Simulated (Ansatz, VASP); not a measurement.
# GaN in VASP and in Ansatz

POSCAR

```
GaN
1.0
    3.1831495813      0.0000000000      0.0000000000
   -1.5915747906      2.7566884014      0.0000000000
    0.0000000000      0.0000000000      5.1836255286
Ga N
2 2
Direct
    0.3333333333      0.6666666667     -0.0008868509
    0.6666666667      0.3333333333      0.4991131491
    0.3333333333      0.6666666667      0.3758868509
    0.6666666667      0.3333333333      0.8758868509
```

INCAR.step1

```
PREC = Accurate
ENCUT = 520
EDIFF = 1E-5
ISMEAR = 0
SIGMA = 0.01
LREAL = False
LASPH = True
NELM = 100
ALGO = Normal
ISIF = 2
LWAVE = True
GGA = PE
NBANDS = 26
```

Contents of INCAR.step2:

```
PREC = Accurate
ENCUT = 520
EDIFF = 1E-6
ISMEAR = 0
SIGMA = 0.01
LREAL = False
LASPH = True
NELM = 100
ALGO = Normal
ISIF = 2
LWAVE = False
LCHARG = True
GGA = PE
LHFCALC = True
AEXX = 1.0
HFSCREEN = 0.2078
PRECFOCK = Normal
LELF = True
LVHAR = True
ISTART = 1
NBANDS = 26
ALDAC = 1.0
AGGAC = 1.0
```

Contents of KPOINTS:

```
Automatic mesh
0
Gamma
  6 6 2
```

Input for Ansatz:

```yaml
crystal:
  lattice:
    - [3.1831495813, 0.0, 0.0]
    - [-1.5915747906, 2.7566884014, 0.0]
    - [0.0, 0.0, 5.1836255286]
  atoms:
    - { symbol: Ga, position: [0.3333333333, 0.6666666667, -0.0008868509] }
    - { symbol: Ga, position: [0.6666666667, 0.3333333333, 0.4991131491] }
    - { symbol: "N", position: [0.3333333333, 0.6666666667, 0.3758868509] }
    - { symbol: "N", position: [0.6666666667, 0.3333333333, 0.8758868509] }
kpoints:
  mp_grid: { grid: [6, 6, 2] }
hamiltonian:
  xc:
    exchange: pbe
    correlation: pbe
    exx: { coeff: 1.0, omega: 0.2078 }
scf:
  occupations: { method: fixed }
  n_extra_bands: 5
output:
  forces: true
  stress: true
  eigenvalues: true
```

Alike in both runs: task single point; functional PBE-based screened hybrid with a share of 1.0 of exact exchange and HFSCREEN = 0.2078; k mesh 6 × 6 × 2; no spin polarisation.

|  | VASP | Ansatz |
| --- | --- | --- |
| version | VASP 6.6.1 | Ansatz 0.2.0 |
| potentials or method | VASP PAW PBE potentials, release 64 (Ga_d, N) | plane waves |
| plane-wave cutoff (eV) | 520 | 420 |
| occupations | gaussian, width 0.01 eV | fixed |
| valence electrons in the cell | 36 | 36 |

VASP gave:

- gap on the k mesh at the Fermi level (eV): 7.66
- pressure (GPa): -16.1
- traceless stress, the component that is largest in VASP (GPa): -1.38
- rms of the force components (eV/Å): 0.039

Task: Which values does Ansatz return?

Result: gap on the k mesh at the Fermi level (eV): 7.60; pressure (GPa): -15.3; traceless stress, the component that is largest in VASP (GPa): -1.14; rms of the force components (eV/Å): 0.039.

VASP's potentials were made for PBE, not for PBE-based screened hybrid. Atom by atom the forces differ by 0.000 eV/Å (rms over components). Ansatz's warnings: stress exchange threshold loose, stress scf threshold loose.

The k mesh is coarse, so the values compare programs but aren't converged.
